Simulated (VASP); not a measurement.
# Ru (Im-3m) in VASP: single point with PBE

Aim: the single point of Ru with PBE.

All numbers are computed with VASP 6.6.1; they aren't measurements. Logs are shortened: lines on timing, memory, paths and dates and some standing lists are left out, and cuts for length are marked.

## (1) The cell of the first run

Symmetry: Im-3m, No. 229, cubic system. Conventional cell: a = 3.068 Å, b = 3.068 Å, c = 3.068 Å, α = 90.00°, β = 90.00°, γ = 90.00°. Within 3.5 Å of Ru (site symmetry m-3m) lie 14 Ru at 2.66 to 3.07 Å.

This isn't the form of Ru at room conditions, which is hcp.

## (2) Single point, PBE, collinear spin, antiferromagnetic start

Input file INCAR:

```
SYSTEM = Ru
  PREC = Accurate
  ENCUT = 500
  EDIFF = 1E-6
  ISMEAR = -1
  SIGMA = 0.05
  LREAL = .FALSE.
  LASPH = .TRUE.
  NELM = 200
  ALGO = Normal
  ISIF = 2
  LWAVE = .FALSE.
  LCHARG = .FALSE.
  ISPIN = 2
  MAGMOM = 3 -3
  LORBIT = 11
  LMAXMIX = 4
  GGA = PE
  NBANDS = 25
  GGA_COMPAT = .FALSE.
```

Input file KPOINTS:

```
regular mesh
0
G
  5 5 5
  0 0 0
```

Input file POSCAR:

```
Ru
1.0
    3.0679338558      0.0000000000      0.0000000000
    0.0000000000      3.0679338558      0.0000000000
    0.0000000000      0.0000000000      3.0679338558
Ru
2
Direct
    0.0000000000      0.0000000000      0.0000000000
    0.5000000000      0.5000000000      0.5000000000
```

Potentials or basis: VASP PAW PBE potentials, release 64 (Ru_pv).

Started as:

```bash
cat potpaw_PBE.64/Ru_pv/POTCAR > POTCAR
mpirun -np 1 vasp_std > vasp.out
```

OUTCAR:

```text
SYSTEM = Ru
   PREC = Accurate
   ENCUT = 500
   EDIFF = 1E-6
   ISMEAR = -1
   LREAL = .FALSE.
   LASPH = .TRUE.
   NELM = 200
   ISIF = 2
   ISPIN = 2
   LORBIT = 11
   GGA = PE

 ion  position               nearest neighbor table
   1  0.000  0.000  0.000-   2 2.66   2 2.66   2 2.66   2 2.66   2 2.66   2 2.66   2 2.66   2 2.66

   2  0.500  0.500  0.500-   1 2.66   1 2.66   1 2.66   1 2.66   1 2.66   1 2.66   1 2.66   1 2.66

  LATTYP: Found a simple cubic cell.
 ALAT       =     3.0679338558

  Lattice vectors:

 A1 = (   3.0679338558,   0.0000000000,   0.0000000000)
 A2 = (   0.0000000000,   3.0679338558,   0.0000000000)
 A3 = (   0.0000000000,   0.0000000000,   3.0679338558)

Analysis of symmetry for initial positions (statically):
=====================================================================
 Subroutine PRICEL returns following result:

  LATTYP: Found a body centered cubic cell.
 ALAT       =     3.0679338558

  Lattice vectors:

 A1 = (   1.5339669279,   1.5339669279,  -1.5339669279)
 A2 = (  -1.5339669279,   1.5339669279,   1.5339669279)
 A3 = (   1.5339669279,  -1.5339669279,   1.5339669279)

   2 primitive cells build up your supercell.

 Routine SETGRP: Setting up the symmetry group for a
 simple cubic supercell.

 Subroutine GETGRP returns: Found 48 space group operations
 (whereof 48 operations were pure point group operations)
 out of a pool of 48 trial point group operations.

The static configuration has the point symmetry O_h .

Analysis of symmetry for dynamics (positions and initial velocities):
=====================================================================
 Subroutine PRICEL returns following result:

  LATTYP: Found a body centered cubic cell.
 ALAT       =     3.0679338558

  Lattice vectors:

 A1 = (   1.5339669279,   1.5339669279,  -1.5339669279)
 A2 = (  -1.5339669279,   1.5339669279,   1.5339669279)
 A3 = (   1.5339669279,  -1.5339669279,   1.5339669279)

   2 primitive cells build up your supercell.

 Routine SETGRP: Setting up the symmetry group for a
 simple cubic supercell.

 Subroutine GETGRP returns: Found 48 space group operations
 (whereof 48 operations were pure point group operations)
 out of a pool of 48 trial point group operations.

The dynamic configuration has the point symmetry O_h .

Analysis of structural, dynamic, and magnetic symmetry:
=====================================================================
 Subroutine PRICEL returns following result:

  LATTYP: Found a body centered cubic cell.
 ALAT       =     3.0679338558

  Lattice vectors:

 A1 = (   1.5339669279,   1.5339669279,  -1.5339669279)
 A2 = (  -1.5339669279,   1.5339669279,   1.5339669279)
 A3 = (   1.5339669279,  -1.5339669279,   1.5339669279)

   2 primitive cells build up your supercell.

 Routine SETGRP: Setting up the symmetry group for a
 simple cubic supercell.

 Subroutine GETGRP returns: Found 48 space group operations
 (whereof 48 operations were pure point group operations)
 out of a pool of 48 trial point group operations.

The overall configuration has the point symmetry O_h .

 Subroutine INISYM returns: Found 48 space group operations
 (whereof 48 operations are pure point group operations),
 and found     2 'primitive' translations

----------------------------------------------------------------------------------------

                                     Primitive cell

  volume of cell :      14.4380

  direct lattice vectors                    reciprocal lattice vectors
     1.533966928  1.533966928 -1.533966928     0.325952269  0.325952269  0.000000000
    -1.533966928  1.533966928  1.533966928    -0.000000000  0.325952269  0.325952269
     1.533966928 -1.533966928  1.533966928     0.325952269  0.000000000  0.325952269

  length of vectors
     2.656908656  2.656908656  2.656908656     0.460966119  0.460966119  0.460966119

  position of ions in fractional coordinates (direct lattice)
     0.000000000  0.000000000  0.000000000

  ion indices of the primitive-cell ions
   primitive index   ion index
                 1           1

----------------------------------------------------------------------------------------

 KPOINTS: regular mesh

Automatic generation of k-mesh.
 Grid dimensions read from file:
 generate k-points for:    5    5    5

 Generating k-lattice:

  Cartesian coordinates                     Fractional coordinates (reciprocal lattice)
     0.065190454  0.000000000  0.000000000     0.200000000  0.000000000  0.000000000
     0.000000000  0.065190454  0.000000000     0.000000000  0.200000000  0.000000000
     0.000000000  0.000000000  0.065190454     0.000000000  0.000000000  0.200000000

  Length of vectors
     0.065190454  0.065190454  0.065190454

  Shift w.r.t. Gamma in fractional coordinates (k-lattice)
     0.000000000  0.000000000  0.000000000

 Subroutine IBZKPT returns following result:
 ===========================================

 Found     10 irreducible k-points:

 Following reciprocal coordinates:
            Coordinates               Weight
  0.000000  0.000000  0.000000      1.000000
  0.200000  0.000000  0.000000      6.000000
  0.400000  0.000000  0.000000      6.000000
  0.200000  0.200000  0.000000     12.000000
  0.400000  0.200000  0.000000     24.000000
  0.400000  0.400000  0.000000     12.000000
  0.200000  0.200000  0.200000      8.000000
  0.400000  0.200000  0.200000     24.000000
  0.400000  0.400000  0.200000     24.000000
  0.400000  0.400000  0.400000      8.000000
   k-points           NKPTS =     10   k-points in BZ     NKDIM =     10   number of bands    NBANDS=     25
   number of dos      NEDOS =    301   number of ions     NIONS =      2
   total plane-waves  NPLWV =  13824
   dimension x,y,z NGX =    24 NGY =   24 NGZ =   24
   dimension x,y,z NGXF=    48 NGYF=   48 NGZF=   48
   ions per type =               2
   NGX,Y,Z   is equivalent  to a cutoff of  13.01, 13.01, 13.01 a.u.
   NGXF,Y,Z  is equivalent  to a cutoff of  26.01, 26.01, 26.01 a.u.
 SYSTEM =  Ru
   PREC   = accura    normal or accurate (medium, high low for compatibility)
   ISTART =      0    job   : 0-new  1-cont  2-samecut
   ICHARG =      2    charge: 1-file 2-atom 10-const
   ISPIN  =      2    spin polarized calculation?
   LNONCOLLINEAR =      F non collinear calculations
   LSORBIT =      F    spin-orbit coupling
   LASPH  =      T    aspherical Exc in radial PAW
   ENCUT  =  500.0 eV  36.75 Ry    6.06 a.u.   5.59  5.59  5.59*2*pi/ulx,y,z
   NELM   =    200;   NELMIN=  2; NELMDL= -5     # of ELM steps
   EDIFF  = 0.1E-05   stopping-criterion for ELM
   LREAL  =      F    real-space projection
   EDIFFG = 0.1E-04   stopping-criterion for IOM
   NSW    =      0    number of steps for IOM
   IBRION =     -1    ionic relax: 0-MD 1-quasi-New 2-CG
   NFREE  =      0    steps in history (QN), initial steepest desc. (CG)
   ISIF   =      2    stress and relaxation
   ISYM   =      2    0-nonsym 1-usesym 2-fastsym
   POTIM  = 0.5000    time-step for ionic-motion
   TEBEG  =    0.0;   TEEND  =   0.0 temperature during run
   PSTRESS=    0.0 pullay stress
   NELECT =      28.0000    total number of electrons
   NUPDOWN=      -1.0000    fix difference up-down
   EMIN   =  10.00;   EMAX   =-10.00  energy-range for DOS
   EFERMI =   0.00;   METHOD = LEGACY
   ISMEAR =    -1;   SIGMA  =   0.05  broadening in eV -4-tet -1-fermi 0-gaus
   EFERMI_NEDOS =   21; number of points for ismear=-14 and -15
   IALGO  =     38    algorithm
   IMIX   =      4    mixing-type and parameters
     AMIX     =   0.40;   BMIX     =  1.00
     AMIX_MAG =   1.60;   BMIX_MAG =  1.00
  volume/ion in A,a.u.               =      14.44        97.43
  Fermi-wavevector in a.u.,A,eV,Ry     =   1.620372  3.062060 35.723550  2.625607
  Thomas-Fermi vector in A             =   2.714322
   LORBIT       =     11    0 simple, 1 ext, 2 COOP (PROOUT), +10 PAW based schemes
   GGA     = PE    functional components
   LHFCALC =     F    Hartree Fock is set to
   AEXX    =    0.0000 exact exchange contribution
   IVDW    =     0    specifies the selected vdW correction
   LEPSILON=     F    determine dielectric tensor
   LRPA    =     F    only Hartree local field effects (RPA)
 spin polarized calculation
  energy-cutoff  :      500.00
  volume of cell :       28.88
 maximum number of plane-waves:       743
 NGX is ok and might be reduce to    24
   NGX = 11   NGY = 11   NGZ = 11

 number of electron      28.0000019 magnetization      -0.0000000

 number of electron      28.0000019 magnetization       0.0000000

 Free energy of the ion-electron system (eV)
  ---------------------------------------------------
  ext. energy  EPLUGINS =         0.00000000
  ---------------------------------------------------
  free energy    TOTEN  =       -17.18956376 eV

  energy without entropy =      -17.14678461  energy(sigma->0) =      -17.16817419

 E-fermi :  11.9138     XC(G=0): -13.7290

 val. band max:       11.8973614368   @ k =   0.2000   0.2000   0.0000
 cond. band min:      11.9677276267   @ k =   0.4000   0.2000   0.0000
 fundamental gap:      0.0703661899
 Fermi energy:        11.9138214952

 spin component 1

 k-point     1 :       0.0000    0.0000    0.0000
  band No.  band energies     occupation
      1     -31.2684      1.00000
      2     -31.2684      1.00000
      3     -31.2684      1.00000
      4     -30.6419      1.00000
      5     -30.6419      1.00000
      6     -30.6419      1.00000
[... 17 lines left out ...]
     24      29.0209      0.00000
     25      29.0209      0.00000

 k-point     2 :       0.2000    0.0000    0.0000
  band No.  band energies     occupation
      1     -31.2602      1.00000
      2     -31.2063      1.00000
      3     -31.2063      1.00000
      4     -30.7557      1.00000
      5     -30.6992      1.00000
      6     -30.6992      1.00000
[... 17 lines left out ...]
     24      30.0224      0.00000
     25      30.2318      0.00000
[... 194 lines left out ...]
     24      26.0342      0.00000
     25      27.8841      0.00000

 k-point    10 :       0.4000    0.4000    0.4000
  band No.  band energies     occupation
      1     -31.3036      1.00000
      2     -31.2007      1.00000
      3     -31.2007      1.00000
      4     -30.9360      1.00000
      5     -30.9360      1.00000
      6     -30.8291      1.00000
[... 17 lines left out ...]
     24      24.3555      0.00000
     25      24.3555      0.00000
 Fermi energy:        11.9138214952

 spin component 2

 k-point     1 :       0.0000    0.0000    0.0000
  band No.  band energies     occupation
      1     -31.2684      1.00000
      2     -31.2684      1.00000
      3     -31.2684      1.00000
      4     -30.6419      1.00000
      5     -30.6419      1.00000
      6     -30.6419      1.00000
[... 17 lines left out ...]
     24      29.0209      0.00000
     25      29.0209      0.00000

 k-point     2 :       0.2000    0.0000    0.0000
  band No.  band energies     occupation
      1     -31.2602      1.00000
      2     -31.2063      1.00000
      3     -31.2063      1.00000
      4     -30.7557      1.00000
      5     -30.6992      1.00000
      6     -30.6992      1.00000
[... 17 lines left out ...]
     24      30.0224      0.00000
     25      30.2318      0.00000
[... 194 lines left out ...]
     24      26.0342      0.00000
     25      27.8841      0.00000

 k-point    10 :       0.4000    0.4000    0.4000
  band No.  band energies     occupation
      1     -31.3036      1.00000
      2     -31.2007      1.00000
      3     -31.2007      1.00000
      4     -30.9360      1.00000
      5     -30.9360      1.00000
      6     -30.8291      1.00000
[... 17 lines left out ...]
     24      24.3555      0.00000
     25      24.3555      0.00000

------------------------ aborting loop because EDIFF is reached ----------------------------------------

  FORCE on cell =-STRESS in cart. coord.  units (eV):
  Direction    XX          YY          ZZ          XY          YZ          ZX
  --------------------------------------------------------------------------------------
  -------------------------------------------------------------------------------------
  Total       -0.6825143     -0.6825143     -0.6825143      0.0000000      0.0000000      0.0000000
  in kB      -37.8690461    -37.8690461    -37.8690461      0.0000000      0.0000000      0.0000000
  external PRESSURE =     -37.8690461 kB  Pullay stress =       0.0000000 kB

 VOLUME and BASIS-vectors are now :
 -----------------------------------------------------------------------------
  energy-cutoff  :      500.00
  volume of cell :       28.88
      direct lattice vectors                 reciprocal lattice vectors
     3.067933856  0.000000000  0.000000000     0.325952269  0.000000000  0.000000000
     0.000000000  3.067933856  0.000000000     0.000000000  0.325952269  0.000000000
     0.000000000  0.000000000  3.067933856     0.000000000  0.000000000  0.325952269

 POSITION                                       TOTAL-FORCE (eV/Angst)
 -----------------------------------------------------------------------------------
      0.00000      0.00000      0.00000         0.000000      0.000000      0.000000
      1.53397      1.53397      1.53397        -0.000000     -0.000000     -0.000000
 -----------------------------------------------------------------------------------
    total drift:                                0.000000      0.000000     -0.000000

  FREE ENERGIE OF THE ION-ELECTRON SYSTEM (eV)
  ---------------------------------------------------
  free  energy   TOTEN  =       -17.1895637646 eV

  energy  without entropy=      -17.1467846106  energy(sigma->0) =      -17.16817419

 total charge

# of ion       s       p       d       tot
------------------------------------------
    1        0.379   6.260   5.920  12.559
    2        0.379   6.260   5.920  12.559
--------------------------------------------------
tot          0.758  12.520  11.840  25.119

 magnetization (x)

# of ion       s       p       d       tot
------------------------------------------
    1        0.000   0.000   0.000   0.000
    2       -0.000  -0.000  -0.000  -0.000
--------------------------------------------------
tot          0.000   0.000   0.000   0.000
```

Run time: 10 s. Hardware: 1 thread of AMD EPYC 9R45 (Zen 5), shared host; peak memory 0.12 GiB.

What came out:

```
Free energy                                           : -17.1896 eV
Pressure                                              : -3.8 GPa
Band gap on the k mesh                                : zero (filled and empty bands overlap)
Net moment                                            : 0.00 μB per cell
Valence electrons inside the program's atomic spheres : Ru 12.56
```

Caveat: the k points lie up to 0.41 Å⁻¹ apart, too coarse for converged energies and pressures of a metal; an empty level that is flat over the whole mesh can mark a ghost state of the potentials, or a narrow d or f band.
